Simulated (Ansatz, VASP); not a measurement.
## TiC: VASP beside Ansatz

```
Ti C
1.0
     0.00000    2.11982    2.11982
     2.11982    0.00000    2.11982
     2.11982    2.11982    0.00000
Ti C
1 1
Cartesian
  0.0000 0.0000 0.0000
  2.1198 2.1198 2.1198
```

Change from the starting cell: volume scaled by 0.94, crystal datasets.

Alike in both runs: task electric field gradients; functional PBEsol; k mesh 16 × 16 × 16; occupations fermi-dirac, width 0.03 eV; no spin polarisation.

|  | VASP | Ansatz |
| --- | --- | --- |
| version | VASP 6.6.1 | Ansatz 0.2.0 |
| potentials or method | VASP PAW PBE potentials, release 64 (Ti_sv, C), cutoff 520 eV | all-electron PAW with datasets made for the crystal, scalar-relativistic |

```csv
,VASP,Ansatz,Ansatz less VASP
pressure (GPa),11.1,10.8,-0.24
```

VASP's potentials were made for PBE, not for PBEsol. Ansatz ran all-electron here, and VASP with PAW potentials. Ansatz's warnings: printed levels off.
